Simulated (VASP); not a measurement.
# Si3C2 (P6/mmm) in VASP: a series of runs

Runs on Si3C2. Level: PBE. Tasks: single point, relaxation of cell and atoms.

Program: VASP 6.6.1. These are calculated values, not measurements. Logs are shortened: lines on timing, memory, paths and dates and some standing lists are left out, and cuts for length are marked.

## 1. The cell of the first run

The structure is hexagonal, space group P6/mmm (No. 191). The conventional cell has a = 6.493 Å, b = 6.493 Å, c = 2.482 Å, α = 90.00°, β = 90.00°, γ = 120.00°. Within 2.5 Å of Si (site symmetry mmm) lie 2 C at 1.87 Å and 2 Si at 2.48 Å. C (site symmetry -6m2) has 3 Si at 1.87 Å and 2 C at 2.48 Å within 2.5 Å.

## 2. Single point, PBE

File INCAR:

```
PREC = Accurate
ENCUT = 520
EDIFF = 1E-6
ISMEAR = 0
SIGMA = 0.1
LREAL = False
LASPH = True
NELM = 60
ALGO = Normal
ISIF = 2
LWAVE = False
LCHARG = False
GGA = PE
NBANDS = 18
```

File KPOINTS:

```
regular mesh
0
Gamma
  6 6 4
```

File POSCAR:

```
Si3C2
1.0
    6.4926695321     -0.0000000040      0.0000000000
   -3.2463347626      5.6228167552      0.0000000000
    0.0000000000      0.0000000000      2.4817800404
Si C
3 2
Direct
    0.5000000000      0.0000000000      0.5000000000
    0.0000000000      0.5000000000      0.5000000000
    0.5000000000      0.5000000000      0.5000000000
    0.3333333333      0.6666666667      0.5000000000
    0.6666666667      0.3333333333      0.5000000000
```

Potentials or basis: VASP PAW PBE potentials, release 64 (Si, C).

On the command line:

```sh
> cat potpaw_PBE.64/Si/POTCAR potpaw_PBE.64/C/POTCAR > POTCAR
> mpirun -np 1 vasp_std > vasp.out
```

OUTCAR:

```text
PREC = Accurate
   ENCUT = 520
   EDIFF = 1E-6
   ISMEAR = 0
   LREAL = False
   LASPH = True
   NELM = 60
   ISIF = 2
   GGA = PE

 ion  position               nearest neighbor table
   1  0.500  0.000  0.500-   4 1.87   5 1.87
   2  0.000  0.500  0.500-   4 1.87   5 1.87
   3  0.500  0.500  0.500-   4 1.87   5 1.87
   4  0.333  0.667  0.500-   2 1.87   1 1.87   3 1.87
   5  0.667  0.333  0.500-   2 1.87   1 1.87   3 1.87

  LATTYP: Found a hexagonal cell.
 ALAT       =     6.4926695321
 C/A-ratio  =     0.3822433944

  Lattice vectors:

 A1 = (   6.4926695321,  -0.0000000040,   0.0000000000)
 A2 = (  -3.2463347626,   5.6228167552,   0.0000000000)
 A3 = (   0.0000000000,   0.0000000000,   2.4817800404)

Analysis of symmetry for initial positions (statically):
=====================================================================
 Subroutine PRICEL returns:
 Original cell was already a primitive cell.

 Routine SETGRP: Setting up the symmetry group for a
 hexagonal supercell.

 Subroutine GETGRP returns: Found 24 space group operations
 (whereof 24 operations were pure point group operations)
 out of a pool of 24 trial point group operations.

The static configuration has the point symmetry D_6h.

Analysis of symmetry for dynamics (positions and initial velocities):
=====================================================================
 Subroutine PRICEL returns:
 Original cell was already a primitive cell.

 Routine SETGRP: Setting up the symmetry group for a
 hexagonal supercell.

 Subroutine GETGRP returns: Found 24 space group operations
 (whereof 24 operations were pure point group operations)
 out of a pool of 24 trial point group operations.

The dynamic configuration has the point symmetry D_6h.

 Subroutine INISYM returns: Found 24 space group operations
 (whereof 24 operations are pure point group operations),
 and found     1 'primitive' translations

----------------------------------------------------------------------------------------

                                     Primitive cell

  volume of cell :      90.6026

  direct lattice vectors                    reciprocal lattice vectors
     6.492669532 -0.000000004  0.000000000     0.154019852  0.088923403  0.000000000
    -3.246334763  5.622816755  0.000000000     0.000000000  0.177846806  0.000000000
     0.000000000  0.000000000  2.481780040     0.000000000  0.000000000  0.402936595

  length of vectors
     6.492669532  6.492669532  2.481780040     0.177846806  0.177846806  0.402936595

  position of ions in fractional coordinates (direct lattice)
     0.500000000  0.000000000  0.500000000
     0.000000000  0.500000000  0.500000000
     0.500000000  0.500000000  0.500000000
     0.333333333  0.666666667  0.500000000
     0.666666667  0.333333333  0.500000000

  ion indices of the primitive-cell ions
   primitive index   ion index
                 1           1
                 2           2
                 3           3
                 4           4
                 5           5

----------------------------------------------------------------------------------------

 KPOINTS: regular mesh

Automatic generation of k-mesh.
 Grid dimensions read from file:
 generate k-points for:    6    6    4

 Generating k-lattice:

  Cartesian coordinates                     Fractional coordinates (reciprocal lattice)
     0.025669975  0.014820567  0.000000000     0.166666667  0.000000000  0.000000000
     0.000000000  0.029641134  0.000000000     0.000000000  0.166666667  0.000000000
     0.000000000  0.000000000  0.100734149     0.000000000  0.000000000  0.250000000

  Length of vectors
     0.029641134  0.029641134  0.100734149

  Shift w.r.t. Gamma in fractional coordinates (k-lattice)
     0.000000000  0.000000000  0.000000000

 Subroutine IBZKPT returns following result:
 ===========================================

 Found     21 irreducible k-points:

 Following reciprocal coordinates:
            Coordinates               Weight
  0.000000  0.000000  0.000000      1.000000
  0.166667  0.000000  0.000000      6.000000
  0.333333  0.000000  0.000000      6.000000
  0.500000  0.000000  0.000000      3.000000
  0.166667  0.166667  0.000000      6.000000
  0.333333  0.166667  0.000000     12.000000
[... 13 lines left out ...]
  0.333333  0.166667  0.500000     12.000000
  0.333333  0.333333  0.500000      2.000000
   k-points           NKPTS =     21   k-points in BZ     NKDIM =     21   number of bands    NBANDS=     18
   number of dos      NEDOS =    301   number of ions     NIONS =      5
   total plane-waves  NPLWV =  41472
   dimension x,y,z NGX =    48 NGY =   48 NGZ =   18
   dimension x,y,z NGXF=    96 NGYF=   96 NGZF=   36
   ions per type =               3   2
   NGX,Y,Z   is equivalent  to a cutoff of  12.29, 12.29, 12.06 a.u.
   NGXF,Y,Z  is equivalent  to a cutoff of  24.58, 24.58, 24.12 a.u.
 SYSTEM =  unknown system
   PREC   = accura    normal or accurate (medium, high low for compatibility)
   ISTART =      0    job   : 0-new  1-cont  2-samecut
   ICHARG =      2    charge: 1-file 2-atom 10-const
   ISPIN  =      1    spin polarized calculation?
   LNONCOLLINEAR =      F non collinear calculations
   LSORBIT =      F    spin-orbit coupling
   LASPH  =      T    aspherical Exc in radial PAW
   ENCUT  =  520.0 eV  38.22 Ry    6.18 a.u.  12.07 12.07  4.61*2*pi/ulx,y,z
   NELM   =     60;   NELMIN=  2; NELMDL= -5     # of ELM steps
   EDIFF  = 0.1E-05   stopping-criterion for ELM
   LREAL  =      F    real-space projection
   EDIFFG = 0.1E-04   stopping-criterion for IOM
   NSW    =      0    number of steps for IOM
   IBRION =     -1    ionic relax: 0-MD 1-quasi-New 2-CG
   NFREE  =      0    steps in history (QN), initial steepest desc. (CG)
   ISIF   =      2    stress and relaxation
   ISYM   =      2    0-nonsym 1-usesym 2-fastsym
   POTIM  = 0.5000    time-step for ionic-motion
   TEBEG  =    0.0;   TEEND  =   0.0 temperature during run
   PSTRESS=    0.0 pullay stress
   NELECT =      20.0000    total number of electrons
   NUPDOWN=      -1.0000    fix difference up-down
   EMIN   =  10.00;   EMAX   =-10.00  energy-range for DOS
   EFERMI =   0.00;   METHOD = LEGACY
   ISMEAR =     0;   SIGMA  =   0.10  broadening in eV -4-tet -1-fermi 0-gaus
   EFERMI_NEDOS =   21; number of points for ismear=-14 and -15
   IALGO  =     38    algorithm
   IMIX   =      4    mixing-type and parameters
     AMIX     =   0.40;   BMIX     =  1.00
     AMIX_MAG =   1.60;   BMIX_MAG =  1.00
  volume/ion in A,a.u.               =      18.12       122.28
  Fermi-wavevector in a.u.,A,eV,Ry     =   0.989399  1.869692 13.318876  0.978910
  Thomas-Fermi vector in A             =   2.120995
   LORBIT       =      0    0 simple, 1 ext, 2 COOP (PROOUT), +10 PAW based schemes
   GGA     = PE    functional components
   LHFCALC =     F    Hartree Fock is set to
   AEXX    =    0.0000 exact exchange contribution
   IVDW    =     0    specifies the selected vdW correction
   LEPSILON=     F    determine dielectric tensor
   LRPA    =     F    only Hartree local field effects (RPA)
 non-spin polarized calculation
 Gauss-broadening in eV      SIGMA  =   0.10
  energy-cutoff  :      520.00
  volume of cell :       90.60
 maximum number of plane-waves:      2463
   NGX = 25   NGY = 25   NGZ =  9

 number of electron      19.9999999 magnetization

 Free energy of the ion-electron system (eV)
  ---------------------------------------------------
  ext. energy  EPLUGINS =         0.00000000
  ---------------------------------------------------
  free energy    TOTEN  =       -27.69462304 eV

  energy without entropy =      -27.66859701  energy(sigma->0) =      -27.68161003

 E-fermi :   4.1655     XC(G=0):  -8.7532

 val. band max:        4.1386416704   @ k =   0.1667   0.0000   0.2500
 cond. band min:       4.1895027806   @ k =   0.3333   0.1667   0.2500
 fundamental gap:      0.0508611103
 Fermi energy:         4.1655066371

 k-point     1 :       0.0000    0.0000    0.0000
  band No.  band energies     occupation
      1     -10.5381      2.00000
      2      -8.7558      2.00000
      3      -5.7516      2.00000
      4      -5.7516      2.00000
      5      -1.9689      2.00000
      6      -1.9689      2.00000
[... 10 lines left out ...]
     17      10.8874      0.00000
     18      12.8799      0.00000

 k-point     2 :       0.1667    0.0000    0.0000
  band No.  band energies     occupation
      1     -10.4686      2.00000
      2      -8.9408      2.00000
      3      -5.7735      2.00000
      4      -5.4941      2.00000
      5      -2.2185      2.00000
      6      -1.8601      2.00000
[... 10 lines left out ...]
     17      11.2366      0.00000
     18      13.1952      0.00000

 k-point     3 :       0.3333    0.0000    0.0000
  band No.  band energies     occupation
      1     -10.2783      2.00000
      2      -9.3248      2.00000
      3      -5.8156      2.00000
      4      -4.9314      2.00000
      5      -2.7455      2.00000
      6      -1.6236      2.00000
[... 10 lines left out ...]
     17      12.2171      0.00000
     18      12.7042      0.00000

 k-point     4 :       0.5000    0.0000    0.0000
  band No.  band energies     occupation
      1     -10.1117      2.00000
      2      -9.5750      2.00000
      3      -5.8359      2.00000
      4      -4.5680      2.00000
      5      -3.0858      2.00000
      6      -1.4927      2.00000
[... 10 lines left out ...]
     17      12.7428      0.00000
     18      12.7730      0.00000

 k-point     5 :       0.1667    0.1667    0.0000
  band No.  band energies     occupation
      1     -10.3360      2.00000
      2      -9.2221      2.00000
      3      -5.8147      2.00000
      4      -5.0678      2.00000
      5      -2.6320      2.00000
      6      -1.6596      2.00000
[... 10 lines left out ...]
     17      11.4443      0.00000
     18      13.4944      0.00000

 k-point     6 :       0.3333    0.1667    0.0000
  band No.  band energies     occupation
      1     -10.1125      2.00000
      2      -9.5736      2.00000
      3      -5.8584      2.00000
      4      -4.4906      2.00000
      5      -3.1926      2.00000
      6      -1.4248      2.00000
[... 10 lines left out ...]
     17      11.6075      0.00000
     18      12.6587      0.00000

 k-point     7 :       0.3333    0.3333    0.0000
  band No.  band energies     occupation
      1      -9.8623      2.00000
      2      -9.8623      2.00000
      3      -5.8892      2.00000
      4      -3.8485      2.00000
      5      -3.8485      2.00000
      6      -1.2870      2.00000
[... 10 lines left out ...]
     17      10.8335      0.00000
     18      11.6826      0.00000

 k-point     8 :       0.0000    0.0000    0.2500
  band No.  band energies     occupation
      1      -9.3683      2.00000
      2      -7.7484      2.00000
      3      -4.4480      2.00000
      4      -4.4480      2.00000
      5      -1.0109      2.00000
      6      -1.0109      2.00000
[... 10 lines left out ...]
     17       9.9125      0.00000
     18      11.8459      0.00000
[... 166 lines left out ...]
     17       9.0616      0.00000
     18       9.2159      0.00000

 k-point    17 :       0.3333    0.0000    0.5000
  band No.  band energies     occupation
      1      -7.0847      2.00000
      2      -6.4317      2.00000
      3      -2.3273      2.00000
      4      -1.8902      2.00000
      5      -1.3798      2.00000
      6      -1.1865      2.00000
[... 10 lines left out ...]
     17       8.8211      0.00000
     18       9.1076      0.00000

 k-point    18 :       0.5000    0.0000    0.5000
  band No.  band energies     occupation
      1      -6.9626      2.00000
      2      -6.5897      2.00000
      3      -2.1397      2.00000
      4      -1.9131      2.00000
      5      -1.5081      2.00000
      6      -1.1816      2.00000
[... 10 lines left out ...]
     17       8.8617      0.00000
     18       9.9538      0.00000

 k-point    19 :       0.1667    0.1667    0.5000
  band No.  band energies     occupation
      1      -7.1277      2.00000
      2      -6.3703      2.00000
      3      -2.3916      2.00000
      4      -1.8888      2.00000
      5      -1.4467      2.00000
      6      -1.0460      2.00000
[... 10 lines left out ...]
     17       8.9197      0.00000
     18       9.0117      0.00000

 k-point    20 :       0.3333    0.1667    0.5000
  band No.  band energies     occupation
      1      -6.9629      2.00000
      2      -6.5892      2.00000
      3      -2.1408      2.00000
      4      -1.9371      2.00000
      5      -1.5057      2.00000
      6      -1.1089      2.00000
[... 10 lines left out ...]
     17       8.8418      0.00000
     18       9.7247      0.00000

 k-point    21 :       0.3333    0.3333    0.5000
  band No.  band energies     occupation
      1      -6.7847      2.00000
      2      -6.7847      2.00000
      3      -1.9695      2.00000
      4      -1.8526      2.00000
      5      -1.8526      2.00000
      6      -0.6927      2.00000
[... 10 lines left out ...]
     17       8.8328      0.00000
     18       9.7141      0.00000

------------------------ aborting loop because EDIFF is reached ----------------------------------------

  FORCE on cell =-STRESS in cart. coord.  units (eV):
  Direction    XX          YY          ZZ          XY          YZ          ZX
  --------------------------------------------------------------------------------------
  -------------------------------------------------------------------------------------
  Total        0.0351216      0.0351216      0.1640728     -0.0000000      0.0000000      0.0000000
  in kB        0.6210762      0.6210762      2.9013936     -0.0000000      0.0000000      0.0000000
  external PRESSURE =       1.3811820 kB  Pullay stress =       0.0000000 kB

 VOLUME and BASIS-vectors are now :
 -----------------------------------------------------------------------------
  energy-cutoff  :      520.00
  volume of cell :       90.60
      direct lattice vectors                 reciprocal lattice vectors
     6.492669532 -0.000000004  0.000000000     0.154019852  0.088923403  0.000000000
    -3.246334763  5.622816755  0.000000000     0.000000000  0.177846806  0.000000000
     0.000000000  0.000000000  2.481780040     0.000000000  0.000000000  0.402936595

 POSITION                                       TOTAL-FORCE (eV/Angst)
 -----------------------------------------------------------------------------------
      3.24633     -0.00000      1.24089        -0.000000     -0.000000      0.000000
     -1.62317      2.81141      1.24089        -0.000000     -0.000000      0.000000
      1.62317      2.81141      1.24089        -0.000000     -0.000000      0.000000
      0.00000      3.74854      1.24089         0.000000      0.000000      0.000000
      3.24633      1.87427      1.24089        -0.000000     -0.000000      0.000000
 -----------------------------------------------------------------------------------
    total drift:                               -0.000000      0.000000     -0.000000

  FREE ENERGIE OF THE ION-ELECTRON SYSTEM (eV)
  ---------------------------------------------------
  free  energy   TOTEN  =       -27.6946230422 eV

  energy  without entropy=      -27.6685970123  energy(sigma->0) =      -27.68161003
```

Run time: 38 s. Hardware: 1 thread of AMD EPYC 7R43 (Zen 3), shared host; peak memory 0.17 GiB.

Results:

| Item | Value |
| --- | --- |
| Free energy | -27.6946 eV |
| Pressure | 0.1 GPa |
| Band gap on the k mesh | zero (band 10 reaches 5.19 eV, above the bottom of band 11 at 3.79 eV) |

Stress tensor (GPa, compression positive):
```
0.06 0.00 0.00
0.00 0.06 0.00
0.00 0.00 0.29
```

Caveat: the k points lie up to 0.63 Å⁻¹ apart.

## 3. Relaxation of cell and atoms, PBE

This run uses another cell than the first one, of 16.31 Å³/atom, 0.900 times its volume.

File INCAR:

```
ALGO     = Normal         # electronic algorithm
EDIFF    = 1E-6           # SCF threshold, eV
EDIFFG   = -0.04          # ionic threshold
ENCUT    = 600            # plane-wave cutoff, eV
GGA      = PE             # functional
IBRION   = 2              # ionic algorithm
ISIF     = 3              # what is computed and relaxed
ISMEAR   = 0              # smearing method
LASPH    = True           # aspherical terms in the spheres
LCHARG   = False          # write CHGCAR
LREAL    = False          # projectors in reciprocal space
LWAVE    = False          # write WAVECAR
NELM     = 60             # most SCF steps
NSW      = 90             # ionic steps
PREC     = Accurate       # precision mode
SIGMA    = 0.1            # smearing width, eV
```

File KPOINTS:

```
k-points
0
Gamma
  6 6 4
```

File POSCAR:

```
Si3C2
1.0
    4.6567237700      0.0000000000      0.0000000000
   -2.3283618800      4.0328410800      0.0000000000
    0.0000000000      0.0000000000      4.3430262400
Si C
3 2
Direct
    0.5000000000      0.0000000000      0.5000000000
    0.0000000000      0.5000000000      0.5000000000
    0.5000000000      0.5000000000      0.5000000000
    0.3333333300      0.6666666700      0.5000000000
    0.6666666700      0.3333333300      0.5000000000
```

Potentials or basis: VASP PAW PBE potentials, release 64 (Si, C).

On the command line:

```sh
> cat potpaw_PBE.64/Si/POTCAR potpaw_PBE.64/C/POTCAR > POTCAR
> mpirun -np 1 vasp_std > vasp.out
```

Wall time 11 min (1 thread of AMD EPYC 7R43 (Zen 3), shared host); peak memory 0.21 GiB.

It converged, with:

| Property | Result |
| --- | --- |
| Free energy | -27.5751 eV |
| Relaxed volume | 17.92 Å³/atom |
| Relaxed cell | a = 6.458 Å, b = 6.458 Å, c = 2.481 Å, α = 90.00°, β = 90.00°, γ = 120.00° |
| Space group after relaxing (to 0.05 Å) | P6/mmm (No. 191) |
| Energy gained by relaxing | 6192.7 meV/atom |
| Ionic steps | 23 |
| Pressure after relaxing | 0.2 GPa |
| Band gap on the k mesh | zero (band 10 reaches 5.32 eV, above the bottom of band 11 at 3.89 eV) |

Step by step:
```csv
step,energy change (eV),largest force (eV/Å),pressure (GPa),volume (Å³)
1,0.0000,0.0000,153.92,81.56
2,-11.7770,0.0000,-7.70,366.65
3,-16.1024,0.0000,-8.99,306.21
4,-19.9981,0.0000,-9.86,259.59
5,-28.3806,0.0000,-4.50,158.42
6,-28.0386,0.0000,8.37,132.67
7,-28.5978,0.0000,-1.62,149.41
8,-28.6075,0.0000,-0.67,147.15
9,-28.6398,0.0000,-0.74,144.78
10,-28.7503,0.0000,-0.89,137.69
11,-29.0233,0.0000,-1.23,123.52
12,-29.9239,0.0000,0.53,95.20
13,106.6755,0.0000,820.78,38.72
14,-30.0507,0.0000,0.98,94.08
15,-25.2207,0.0000,66.83,66.38
16,-30.6526,0.0000,4.11,88.04
17,-30.7418,0.0000,10.33,82.47
18,-30.7850,0.0000,7.33,84.72
19,-30.9214,0.0000,3.44,87.16
20,-30.9622,0.0000,-0.38,90.06
21,-30.9636,0.0000,0.15,89.62
22,-30.9636,0.0000,0.27,89.52
23,-30.9637,0.0000,0.19,89.60
```

Final structure:
```xyz
5
Lattice="6.4581 0.0000 0.0000 -3.2290 5.5928 0.0000 0.0000 0.0000 2.4808" Properties=species:S:1:pos:R:3 pbc="T T T"
Si    3.2290    0.0000    1.2404
Si   -1.6145    2.7964    1.2404
Si    1.6145    2.7964    1.2404
C     0.0000    3.7286    1.2404
C     3.2290    1.8643    1.2404
```

Levels at points of the mesh, in eV from the Fermi level:
| k point | band 7 | band 8 | band 9 | band 10 | band 11 | band 12 | band 13 | band 14 |
| --- | --- | --- | --- | --- | --- | --- | --- | --- |
| (0.00, 0.00, 0.00) | -3.33 | -0.80 | -0.80 | 1.06 | 1.06 | 1.86 | 2.69 | 3.31 |
| (0.50, 0.00, 0.00) | -2.55 | -1.69 | -1.41 | 0.51 | 0.66 | 2.19 | 2.80 | 2.92 |
| (0.00, 0.00, 0.50) | -3.90 | -3.90 | -2.96 | -2.96 | 1.78 | 2.07 | 2.99 | 2.99 |
| (0.50, 0.00, 0.50) | -4.41 | -3.66 | -3.00 | -1.15 | 0.40 | 2.16 | 2.85 | 3.01 |

Caveat: the k points lie up to 0.63 Å⁻¹ apart in the final cell.
